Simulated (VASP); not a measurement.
Crystal: SrCl2.

```
CELL_PARAMETERS angstrom
0.00000 3.49766 3.49766
3.49766 0.00000 3.49766
3.49766 3.49766 0.00000
ATOMIC_POSITIONS crystal
Sr 0.00000 0.00000 0.00000
Cl 0.75000 0.75000 0.75000
Cl 0.25000 0.25000 0.25000
```

Base run:

| Quantity | Value |
| --- | --- |
| Program | VASP 6.6.1 |
| Functional | r2SCANh |
| Potentials or basis | VASP PAW PBE potentials, release 64 (Sr_sv, Cl) |
| Cutoff | 520 eV |
| k mesh | 4 × 4 × 4 |
| Occupations | gaussian, width 0.01 eV |
| Spin | no spin polarisation |

Its results: band gap on the k mesh 6.62 eV (least direct gap 6.73 eV); pressure -0.1 GPa.

**Question.** The run is repeated on the same cell with these changes: functional from r2SCANh to PBE0; share of exact exchange from 0.1 to 0.25. What comes out?

**Answer.** Band gap on the k mesh 7.32 eV (least direct gap 7.58 eV); pressure 0.1 GPa.

Caveats: the PAW data sets were made with another functional, which shifts forces and pressure a little.

A k mesh can miss the band edges.
